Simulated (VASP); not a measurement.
# InP (F-43m) in VASP: a series of runs

The runs below take InP through single point, with LDA, PBE.

Everything below comes from runs of VASP 6.6.1. Logs are shortened: lines on timing, memory, paths and dates and some standing lists are left out, and cuts for length are marked.

### 1 The cell of the first run

It takes space group F-43m (No. 216, cubic). Conventional cell: a = 5.908 Å, b = 5.908 Å, c = 5.908 Å, α = 90.00°, β = 90.00°, γ = 90.00°. In (site symmetry -43m) has 4 P at 2.56 Å within 3.4 Å. P (site symmetry -43m) has 4 In at 2.56 Å within 3.4 Å.

### 2 Single point, LDA

File INCAR:

```
PREC = Accurate
ENCUT = 500
EDIFF = 1E-6
ISMEAR = 0
SIGMA = 0.01
LREAL = F
LASPH = T
NELM = 120
ALGO = Normal
ISIF = 2
LWAVE = F
LCHARG = F
NBANDS = 16
GGA_COMPAT = F
```

File KPOINTS:

```
regular mesh
0
Gamma
  4 4 4
```

File POSCAR:

```
InP
1.0
    0.0000000000      2.9537876370      2.9537876370
    2.9537876370      0.0000000000      2.9537876370
    2.9537876370      2.9537876370      0.0000000000
In P
1 1
Direct
    0.0000000000      0.0000000000      0.0000000000
    0.2500000000      0.2500000000      0.2500000000
```

Potentials or basis: VASP PAW LDA potentials, release 64 (In_d, P).

On the command line:

```sh
$ cat potpaw_LDA.64/In_d/POTCAR potpaw_LDA.64/P/POTCAR > POTCAR
$ mpirun -np 1 vasp_std > vasp.out
```

OUTCAR:

```text
PREC = Accurate
   ENCUT = 500
   EDIFF = 1E-6
   ISMEAR = 0
   LREAL = F
   LASPH = T
   NELM = 120
   ISIF = 2

 ion  position               nearest neighbor table
   1  0.000  0.000  0.000-   2 2.56   2 2.56   2 2.56   2 2.56
   2  0.250  0.250  0.250-   1 2.56   1 2.56   1 2.56   1 2.56

  LATTYP: Found a face centered cubic cell.
 ALAT       =     5.9075752740

  Lattice vectors:

 A1 = (   0.0000000000,   2.9537876370,   2.9537876370)
 A2 = (   2.9537876370,   0.0000000000,   2.9537876370)
 A3 = (   2.9537876370,   2.9537876370,   0.0000000000)

Analysis of symmetry for initial positions (statically):
=====================================================================
 Subroutine PRICEL returns:
 Original cell was already a primitive cell.

 Routine SETGRP: Setting up the symmetry group for a
 face centered cubic supercell.

 Subroutine GETGRP returns: Found 24 space group operations
 (whereof 24 operations were pure point group operations)
 out of a pool of 48 trial point group operations.

The static configuration has the point symmetry T_d .

Analysis of symmetry for dynamics (positions and initial velocities):
=====================================================================
 Subroutine PRICEL returns:
 Original cell was already a primitive cell.

 Routine SETGRP: Setting up the symmetry group for a
 face centered cubic supercell.

 Subroutine GETGRP returns: Found 24 space group operations
 (whereof 24 operations were pure point group operations)
 out of a pool of 48 trial point group operations.

The dynamic configuration has the point symmetry T_d .

 Subroutine INISYM returns: Found 24 space group operations
 (whereof 24 operations are pure point group operations),
 and found     1 'primitive' translations

----------------------------------------------------------------------------------------

                                     Primitive cell

  volume of cell :      51.5428

  direct lattice vectors                    reciprocal lattice vectors
     0.000000000  2.953787637  2.953787637    -0.169274187  0.169274187  0.169274187
     2.953787637  0.000000000  2.953787637     0.169274187 -0.169274187  0.169274187
     2.953787637  2.953787637  0.000000000     0.169274187  0.169274187 -0.169274187

  length of vectors
     4.177286537  4.177286537  4.177286537     0.293191492  0.293191492  0.293191492

  position of ions in fractional coordinates (direct lattice)
     0.000000000  0.000000000  0.000000000
     0.250000000  0.250000000  0.250000000

  ion indices of the primitive-cell ions
   primitive index   ion index
                 1           1
                 2           2

----------------------------------------------------------------------------------------

 KPOINTS: regular mesh

Automatic generation of k-mesh.
 Grid dimensions read from file:
 generate k-points for:    4    4    4

 Generating k-lattice:

  Cartesian coordinates                     Fractional coordinates (reciprocal lattice)
    -0.042318547  0.042318547  0.042318547     0.250000000  0.000000000  0.000000000
     0.042318547 -0.042318547  0.042318547     0.000000000  0.250000000  0.000000000
     0.042318547  0.042318547 -0.042318547     0.000000000  0.000000000  0.250000000

  Length of vectors
     0.073297873  0.073297873  0.073297873

  Shift w.r.t. Gamma in fractional coordinates (k-lattice)
     0.000000000  0.000000000  0.000000000

 Subroutine IBZKPT returns following result:
 ===========================================

 Found      8 irreducible k-points:

 Following reciprocal coordinates:
            Coordinates               Weight
  0.000000  0.000000  0.000000      1.000000
  0.250000  0.000000  0.000000      8.000000
  0.500000  0.000000  0.000000      4.000000
  0.250000  0.250000  0.000000      6.000000
  0.500000  0.250000  0.000000     24.000000
 -0.250000  0.250000  0.000000     12.000000
  0.500000  0.500000  0.000000      3.000000
 -0.250000  0.500000  0.250000      6.000000
   k-points           NKPTS =      8   k-points in BZ     NKDIM =      8   number of bands    NBANDS=     16
   number of dos      NEDOS =    301   number of ions     NIONS =      2
   total plane-waves  NPLWV =  27000
   dimension x,y,z NGX =    30 NGY =   30 NGZ =   30
   dimension x,y,z NGXF=    60 NGYF=   60 NGZF=   60
   ions per type =               1   1
   NGX,Y,Z   is equivalent  to a cutoff of  11.94, 11.94, 11.94 a.u.
   NGXF,Y,Z  is equivalent  to a cutoff of  23.88, 23.88, 23.88 a.u.
 SYSTEM =  unknown system
   PREC   = accura    normal or accurate (medium, high low for compatibility)
   ISTART =      0    job   : 0-new  1-cont  2-samecut
   ICHARG =      2    charge: 1-file 2-atom 10-const
   ISPIN  =      1    spin polarized calculation?
   LNONCOLLINEAR =      F non collinear calculations
   LSORBIT =      F    spin-orbit coupling
   LASPH  =      T    aspherical Exc in radial PAW
   ENCUT  =  500.0 eV  36.75 Ry    6.06 a.u.   7.62  7.62  7.62*2*pi/ulx,y,z
   NELM   =    120;   NELMIN=  2; NELMDL= -5     # of ELM steps
   EDIFF  = 0.1E-05   stopping-criterion for ELM
   LREAL  =      F    real-space projection
   EDIFFG = 0.1E-04   stopping-criterion for IOM
   NSW    =      0    number of steps for IOM
   IBRION =     -1    ionic relax: 0-MD 1-quasi-New 2-CG
   NFREE  =      0    steps in history (QN), initial steepest desc. (CG)
   ISIF   =      2    stress and relaxation
   ISYM   =      2    0-nonsym 1-usesym 2-fastsym
   POTIM  = 0.5000    time-step for ionic-motion
   TEBEG  =    0.0;   TEEND  =   0.0 temperature during run
   PSTRESS=    0.0 pullay stress
   NELECT =      18.0000    total number of electrons
   NUPDOWN=      -1.0000    fix difference up-down
   EMIN   =  10.00;   EMAX   =-10.00  energy-range for DOS
   EFERMI =   0.00;   METHOD = LEGACY
   ISMEAR =     0;   SIGMA  =   0.01  broadening in eV -4-tet -1-fermi 0-gaus
   EFERMI_NEDOS =   21; number of points for ismear=-14 and -15
   IALGO  =     38    algorithm
   IMIX   =      4    mixing-type and parameters
     AMIX     =   0.40;   BMIX     =  1.00
     AMIX_MAG =   1.60;   BMIX_MAG =  1.00
  volume/ion in A,a.u.               =      25.77       173.91
  Fermi-wavevector in a.u.,A,eV,Ry     =   1.152860  2.178589 18.083301  1.329085
  Thomas-Fermi vector in A             =   2.289508
   LORBIT       =      0    0 simple, 1 ext, 2 COOP (PROOUT), +10 PAW based schemes
   GGA     = CA    functional components
   LHFCALC =     F    Hartree Fock is set to
   AEXX    =    0.0000 exact exchange contribution
   IVDW    =     0    specifies the selected vdW correction
   LEPSILON=     F    determine dielectric tensor
   LRPA    =     F    only Hartree local field effects (RPA)
 non-spin polarized calculation
 Gauss-broadening in eV      SIGMA  =   0.01
  energy-cutoff  :      500.00
  volume of cell :       51.54
 maximum number of plane-waves:      1363
   NGX = 15   NGY = 15   NGZ = 15

 number of electron      17.9999996 magnetization

 Free energy of the ion-electron system (eV)
  ---------------------------------------------------
  ext. energy  EPLUGINS =         0.00000000
  ---------------------------------------------------
  free energy    TOTEN  =        -9.53608124 eV

  energy without entropy =       -9.53608124  energy(sigma->0) =       -9.53608124

 E-fermi :   4.8469     XC(G=0):  -9.4976

 val. band max:        4.7978214785   @ k =   0.0000   0.0000   0.0000
 cond. band min:       5.1579823721   @ k =   0.0000   0.0000   0.0000
 fundamental gap:      0.3601608936
 Fermi energy:         4.8468839236

 k-point     1 :       0.0000    0.0000    0.0000
  band No.  band energies     occupation
      1      -9.3946      2.00000
      2      -9.3946      2.00000
      3      -9.3946      2.00000
      4      -9.2535      2.00000
      5      -9.2535      2.00000
      6      -6.5947      2.00000
      7       4.7978      2.00000
      8       4.7978      2.00000
      9       4.7978      2.00000
     10       5.1580      0.00000
     11       8.7238      0.00000
     12       8.7238      0.00000
     13       8.7238      0.00000
     14      12.9281      0.00000
     15      14.1820      0.00000
     16      14.1820      0.00000

 k-point     2 :       0.2500    0.0000    0.0000
  band No.  band energies     occupation
      1      -9.4491      2.00000
      2      -9.3728      2.00000
      3      -9.3728      2.00000
      4      -9.2511      2.00000
      5      -9.2511      2.00000
      6      -5.9365      2.00000
      7       1.3085      2.00000
      8       4.2440      2.00000
      9       4.2440      2.00000
     10       6.3296      0.00000
     11       9.4227      0.00000
     12       9.4227      0.00000
     13       9.8778      0.00000
     14      13.2684      0.00000
     15      13.2684      0.00000
     16      13.5939      0.00000

 k-point     3 :       0.5000    0.0000    0.0000
  band No.  band energies     occupation
      1      -9.4998      2.00000
      2      -9.3585      2.00000
      3      -9.3585      2.00000
      4      -9.2409      2.00000
      5      -9.2409      2.00000
      6      -4.9135      2.00000
      7      -0.9358      2.00000
      8       3.8353      2.00000
      9       3.8353      2.00000
     10       6.0371      0.00000
     11       9.4606      0.00000
     12       9.4606      0.00000
     13      11.6131      0.00000
     14      13.8941      0.00000
     15      15.3144      0.00000
     16      15.3144      0.00000

 k-point     4 :       0.2500    0.2500    0.0000
  band No.  band energies     occupation
      1      -9.4860      2.00000
      2      -9.3470      2.00000
      3      -9.3470      2.00000
      4      -9.2752      2.00000
      5      -9.2371      2.00000
      6      -5.7186      2.00000
      7       1.3850      2.00000
      8       3.4002      2.00000
      9       3.4002      2.00000
     10       7.1055      0.00000
     11       7.7028      0.00000
     12      10.9772      0.00000
     13      10.9772      0.00000
     14      11.5163      0.00000
     15      14.7290      0.00000
     16      16.4666      0.00000

 k-point     5 :       0.5000    0.2500    0.0000
  band No.  band energies     occupation
      1      -9.5214      2.00000
      2      -9.3373      2.00000
      3      -9.3254      2.00000
      4      -9.2723      2.00000
      5      -9.2337      2.00000
      6      -4.6573      2.00000
      7      -0.5556      2.00000
      8       2.0911      2.00000
      9       3.0762      2.00000
     10       7.1655      0.00000
     11       8.9882      0.00000
     12      10.7521      0.00000
     13      11.2882      0.00000
     14      13.9065      0.00000
     15      15.4550      0.00000
     16      16.5292      0.00000

 k-point     6 :      -0.2500    0.2500    0.0000
  band No.  band energies     occupation
      1      -9.4945      2.00000
      2      -9.3525      2.00000
      3      -9.3448      2.00000
      4      -9.2547      2.00000
      5      -9.2488      2.00000
      6      -5.0397      2.00000
      7      -0.0081      2.00000
      8       1.9847      2.00000
      9       3.7803      2.00000
     10       7.5811      0.00000
     11       9.6641      0.00000
     12      10.1410      0.00000
     13      10.2670      0.00000
     14      12.7744      0.00000
     15      14.8468      0.00000
     16      16.4496      0.00000

 k-point     7 :       0.5000    0.5000    0.0000
  band No.  band energies     occupation
      1      -9.5620      2.00000
      2      -9.3012      2.00000
      3      -9.2974      2.00000
      4      -9.2974      2.00000
      5      -9.2207      2.00000
      6      -4.2650      2.00000
      7      -0.9904      2.00000
      8       2.5045      2.00000
      9       2.5045      2.00000
     10       6.3914      0.00000
     11       6.8932      0.00000
     12      13.6344      0.00000
     13      14.0448      0.00000
     14      14.0448      0.00000
     15      15.5439      0.00000
     16      16.4487      0.00000

 k-point     8 :      -0.2500    0.5000    0.2500
  band No.  band energies     occupation
      1      -9.5294      2.00000
      2      -9.3397      2.00000
      3      -9.3050      2.00000
      4      -9.2729      2.00000
      5      -9.2394      2.00000
      6      -4.1899      2.00000
      7      -0.8471      2.00000
      8       1.8724      2.00000
      9       1.9063      2.00000
     10       8.9436      0.00000
     11       8.9709      0.00000
     12      10.1077      0.00000
     13      10.8180      0.00000
     14      14.5759      0.00000
     15      15.9470      0.00000
     16      16.5187      0.00000

------------------------ aborting loop because EDIFF is reached ----------------------------------------

  FORCE on cell =-STRESS in cart. coord.  units (eV):
  Direction    XX          YY          ZZ          XY          YZ          ZX
  --------------------------------------------------------------------------------------
  -------------------------------------------------------------------------------------
  Total       -0.8104360     -0.8104360     -0.8104360     -0.0000000      0.0000000     -0.0000000
  in kB      -25.1919331    -25.1919331    -25.1919331     -0.0000000      0.0000000     -0.0000000
  external PRESSURE =     -25.1919331 kB  Pullay stress =       0.0000000 kB

 VOLUME and BASIS-vectors are now :
 -----------------------------------------------------------------------------
  energy-cutoff  :      500.00
  volume of cell :       51.54
      direct lattice vectors                 reciprocal lattice vectors
     0.000000000  2.953787637  2.953787637    -0.169274187  0.169274187  0.169274187
     2.953787637  0.000000000  2.953787637     0.169274187 -0.169274187  0.169274187
     2.953787637  2.953787637  0.000000000     0.169274187  0.169274187 -0.169274187

 POSITION                                       TOTAL-FORCE (eV/Angst)
 -----------------------------------------------------------------------------------
      0.00000      0.00000      0.00000         0.000000      0.000000      0.000000
      1.47689      1.47689      1.47689        -0.000000     -0.000000     -0.000000
 -----------------------------------------------------------------------------------
    total drift:                                0.000000      0.000000     -0.000000

  FREE ENERGIE OF THE ION-ELECTRON SYSTEM (eV)
  ---------------------------------------------------
  free  energy   TOTEN  =        -9.5360812435 eV

  energy  without entropy=       -9.5360812435  energy(sigma->0) =       -9.53608124
```

It took 4 s on 1 thread of Intel Xeon Platinum 8559C (Emerald Rapids), shared host; peak memory 0.14 GiB.

Results:

- Free energy: -9.5361 eV
- Pressure: -2.5 GPa
- Band gap on the k mesh: 0.36 eV, direct

Caveat: the k points lie up to 0.46 Å⁻¹ apart; spin-orbit coupling is left out, which moves the levels of the heavy elements.

### 3 Single point, PBE

File INCAR:

```
PREC     = Accurate       # precision mode
ENCUT    = 500            # plane-wave cutoff, eV
EDIFF    = 1E-6           # SCF threshold, eV
ISMEAR   = 0              # smearing method
SIGMA    = 0.01           # smearing width, eV
LREAL    = False          # projectors in reciprocal space
LASPH    = True           # aspherical terms in the spheres
NELM     = 120            # most SCF steps
ALGO     = Normal         # electronic algorithm
ISIF     = 2              # what is computed and relaxed
LWAVE    = False          # write WAVECAR
LCHARG   = False          # write CHGCAR
GGA      = PE             # functional
NBANDS   = 16             # bands
GGA_COMPAT= False
```

KPOINTS is that of step 2.

POSCAR is that of step 2.

Potentials or basis: VASP PAW PBE potentials, release 64 (In_d, P).

On the command line:

```sh
$ cat potpaw_PBE.64/In_d/POTCAR potpaw_PBE.64/P/POTCAR > POTCAR
$ mpirun -np 1 vasp_std > vasp.out
```

It took 5.2 s on 1 thread of Intel Xeon Platinum 8559C (Emerald Rapids), shared host; peak memory 0.16 GiB.

It converged, with:

* Free energy: -8.2921 eV
* Pressure: 1.8 GPa
* Band gap on the k mesh: 0.57 eV, direct

Levels at points of the mesh, in eV from the valence-band top:
```csv
k point,band 5,band 6,band 7,band 8,band 9,band 10,band 11,band 12,band 13,band 14
"(0.00, 0.00, 0.00)",-14.05,-11.36,0.00,0.00,0.00,0.57,4.06,4.06,4.06,8.46
"(0.50, 0.00, 0.00)",-14.04,-9.71,-5.63,-0.94,-0.94,1.42,4.78,4.78,7.04,9.37
"(0.50, 0.50, 0.00)",-14.02,-9.08,-5.67,-2.25,-2.25,1.78,2.25,9.07,9.42,9.42
```

Caveat: the k points lie up to 0.46 Å⁻¹ apart; spin-orbit coupling is left out, which moves the levels of the heavy elements. As with any semilocal functional, this PBE gap is likely too small.

### 4 Single point, LDA

File INCAR:

```
SYSTEM = InP
ALGO = Normal
EDIFF = 1E-6
ENCUT = 500
GGA = CA
GGA_COMPAT = .False.
ISIF = 2
ISMEAR = 0
LASPH = .True.
LCHARG = .False.
LREAL = .False.
LWAVE = .False.
NBANDS = 16
NELM = 120
PREC = Accurate
SIGMA = 0.01
```

File KPOINTS:

```
k-points
0
Gamma
  6 6 6
  0 0 0
```

POSCAR is that of step 3.

Potentials or basis: VASP PAW LDA potentials, release 64 (In_d, P).

On the command line:

```sh
$ cat potpaw_LDA.64/In_d/POTCAR potpaw_LDA.64/P/POTCAR > POTCAR
$ mpirun -np 1 vasp_std > vasp.out
```

Wall time 6.9 s (1 thread of Intel Xeon Platinum 8559C (Emerald Rapids), shared host); peak memory 0.15 GiB.

It converged, with:

```
Free energy            : -9.6425 eV
Pressure               : -2.7 GPa
Band gap on the k mesh : 0.38 eV, direct
```

Levels at points of the mesh, in eV from the valence-band top:
| k point | band 6 | band 7 | band 8 | band 9 | band 10 | band 11 | band 12 | band 13 |
| --- | --- | --- | --- | --- | --- | --- | --- | --- |
| (0.00, 0.00, 0.00) | -11.39 | 0.00 | 0.00 | 0.00 | 0.38 | 3.96 | 3.96 | 3.96 |
| (0.50, 0.00, 0.00) | -9.71 | -5.71 | -0.96 | -0.96 | 1.26 | 4.69 | 4.69 | 6.84 |
| (0.50, 0.50, 0.00) | -9.07 | -5.76 | -2.28 | -2.28 | 1.63 | 2.12 | 8.84 | 9.27 |

Caveat: spin-orbit coupling is left out, which moves the levels of the heavy elements.

### 5 Summary

| level | potentials or basis | k mesh | gap on the mesh (eV) | pressure (GPa) |
| --- | --- | --- | --- | --- |
| LDA | VASP PAW LDA potentials, release 64 (In_d, P) | 4 × 4 × 4 | 0.36 | -2.5 |
| PBE | VASP PAW PBE potentials, release 64 (In_d, P) | 4 × 4 × 4 | 0.57 | 1.8 |
| LDA | VASP PAW LDA potentials, release 64 (In_d, P) | 6 × 6 × 6 | 0.38 | -2.7 |

Alike in all rows: task single point; no spin polarisation; cell as given; cutoff (eV) 500; smearing gaussian 0.01 eV.

Caveats: some runs use coarse meshes; spin-orbit coupling is left out, which moves the levels of the heavy elements.

Total energies depend on the potentials used, so only differences within one code and one set of settings carry meaning.
